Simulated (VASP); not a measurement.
Here is a VASP 6.6.1 calculation.

File INCAR:

```
  PREC = Accurate
  ENCUT = 520
  EDIFF = 1E-7
  ISMEAR = 0
  SIGMA = 0.1
  LREAL = F
  LASPH = T
  NELM = 80
  ALGO = Normal
  ISIF = 2
  LWAVE = F
  LCHARG = T
  GGA = PE
  LELF = T
  LVHAR = T
  NBANDS = 47
```

File KPOINTS:

```
Automatic mesh
0
Gamma
  4 4 4
```

The input POSCAR:

```
HfSn2Se6
1.0
   -3.3434348158      5.7909989727      0.0000000000
   -6.6868696316      0.0000000000      0.0000000000
   -3.3434348158      1.9303329909      7.1845547000
Hf Sn Se
1 2 6
Direct
    0.0000000000      0.0000000000      0.0000000000
    0.3333950000      0.3333950000      0.9998150000
    0.6666050000      0.6666050000      0.0001850000
    0.0733930000      0.4041370000      0.7792170000
    0.4041370000      0.7432530000      0.7792170000
    0.7432530000      0.0733930000      0.7792170000
    0.9266070000      0.5958630000      0.2207830000
    0.2567470000      0.9266070000      0.2207830000
    0.5958630000      0.2567470000      0.2207830000
```

Potentials or basis: VASP PAW PBE potentials, release 64 (Hf_pv, Sn_d, Se).

Launch:

```console
$ cat potpaw_PBE.64/Hf_pv/POTCAR potpaw_PBE.64/Sn_d/POTCAR potpaw_PBE.64/Se/POTCAR > POTCAR
$ mpirun -np 1 vasp_std > vasp.out
```

Task: Estimate the pressure.

Result: -0.1 GPa.

Task: What does it give for the largest force?

Result: 0.022 eV/Å.

Task: What does it give for the band gap on the k mesh?

Result: 0.34 eV (least direct gap 0.55 eV).

Forces in eV/Å, atoms in the order of the input:
```
Hf   0.000  0.000  0.000
Sn   0.000  0.000  0.000
Sn   0.000  0.000  0.000
Se   0.020  0.000  0.007
Se  -0.010 -0.018  0.007
Se  -0.010  0.018  0.007
Se  -0.020  0.000 -0.007
Se   0.010 -0.018 -0.007
Se   0.010  0.018 -0.007
```

Caveat: semilocal functionals underestimate gaps, and a narrow one can read as zero; spin-orbit coupling is left out, which moves the levels of the heavy elements; this functional lacks dispersion, which binds layers or chains, so the pressure and a relaxed spacing across them are unreliable. A k mesh can miss the band edges.
